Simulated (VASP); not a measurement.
**Re: single point with PBE**

The system is Re.

```
CELL_PARAMETERS angstrom
0.00000 2.23089 2.23089
2.23089 0.00000 2.23089
2.23089 2.23089 0.00000
ATOMIC_POSITIONS crystal
Re 0.87500 0.87500 0.87500
Re 0.12500 0.12500 0.12500
```

```json
{"Program": "VASP 6.6.1", "Task": "single point", "Functional": "PBE", "Potentials or basis": "VASP PAW PBE potentials, release 64 (Re_sv_GW)", "Cutoff": "500 eV", "k mesh": "15 × 15 × 15", "Occupations": "fermi-dirac, width 0.08 eV", "Spin": "no spin polarisation", "Dipole correction": "no", "Second run": "valence_matched", "Further INCAR settings": "ALGO = Normal; EDIFF = 1e-06; NBANDS = 22"}
```

| Quantity | Value |
| --- | --- |
| Pressure | 550.2 GPa |
| Band gap on the k mesh | zero (band 15 reaches 20.59 eV, above the bottom of band 16 at 18.40 eV) |

Levels at points of the mesh, in eV from the Fermi level:
| k point | band 12 | band 13 | band 14 | band 15 | band 16 | band 17 | band 18 | band 19 |
| --- | --- | --- | --- | --- | --- | --- | --- | --- |
| (0.00, 0.00, 0.00) | -4.75 | -4.75 | -4.75 | 1.44 | 1.44 | 1.44 | 8.98 | 8.98 |

It took 42 s on 1 thread of Intel(R) Xeon(R) Platinum 8259CL CPU @ 2.50GHz (Skylake/Cascade Lake), with other jobs on the host, peak memory 0.17 GiB.

Caveat: spin-orbit coupling is left out, which moves the levels of the heavy elements.
